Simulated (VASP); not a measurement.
Here is a VASP 6.6.1 calculation.

POSCAR

```
Ni
1.0
   -1.2730182324      1.2730182324      1.4944127076
    1.2730182324     -1.2730182324      1.4944127076
    1.2730182324      1.2730182324     -1.4944127076
Ni
1
Direct
    0.0000000000      0.0000000000      0.0000000000
```

File INCAR.step1:

```
SYSTEM = Ni
PREC     = Accurate       ! precision mode
ENCUT    = 520            ! plane-wave cutoff, eV
ISMEAR   = 0              ! smearing method
SIGMA    = 0.15           ! smearing width, eV
LREAL    = .FALSE.        ! projectors in reciprocal space
LASPH    = .TRUE.         ! aspherical terms in the spheres
NELM     = 150            ! most SCF steps
ISPIN    = 2              ! spin polarisation
MAGMOM   = 0.78           ! initial moments
LMAXMIX  = 4              ! l up to which the mixer works
NBANDS   = 15             ! bands
GGA      = PE             ! functional
ALGO     = Normal         ! electronic algorithm
EDIFF    = 1E-4           ! SCF threshold, eV
LWAVE    = .TRUE.         ! write WAVECAR
LCHARG   = .FALSE.        ! write CHGCAR
```

INCAR.step2

```
SYSTEM = Ni
PREC     = Accurate       ! precision mode
ENCUT    = 520            ! plane-wave cutoff, eV
EDIFF    = 1E-6           ! SCF threshold, eV
ISMEAR   = 0              ! smearing method
SIGMA    = 0.15           ! smearing width, eV
LREAL    = .FALSE.        ! projectors in reciprocal space
LASPH    = .TRUE.         ! aspherical terms in the spheres
NELM     = 150            ! most SCF steps
ALGO     = Normal         ! electronic algorithm
ISIF     = 2              ! what is computed and relaxed
LWAVE    = .FALSE.        ! write WAVECAR
LCHARG   = .FALSE.        ! write CHGCAR
ISPIN    = 2              ! spin polarisation
MAGMOM   = 0.78           ! initial moments
LORBIT   = 11             ! projections on sites
LMAXMIX  = 4              ! l up to which the mixer works
METAGGA  = R2SCAN         ! meta-GGA
LMIXTAU  = .TRUE.       
NBANDS   = 15             ! bands
ISTART   = 1
```

Contents of KPOINTS:

```
Automatic mesh
0
G
  24 24 24
  0 0 0
```

Potentials or basis: VASP PAW PBE potentials, release 64 (Ni).

Command:

```bash
$ cat potpaw_PBE.64/Ni/POTCAR > POTCAR
$ cp INCAR.step1 INCAR
$ mpirun -np 1 vasp_std > vasp.out
$ cp INCAR.step2 INCAR
$ mpirun -np 1 vasp_std > vasp.out
```

What does it give for the net moment?

0.66 μB per cell.

What does it give for the site moments?

Ni +0.66 μB.

Stress tensor (GPa, compression positive):
```
19.12  0.00  0.00
 0.00 19.12  0.00
 0.00  0.00 32.50
```

Caveat: the cell differs from its parent crystal (strain -0.080 along x and y, +0.080 along z); the cell stands under pressure; the PAW data sets were made with another functional, which shifts forces and pressure a little.
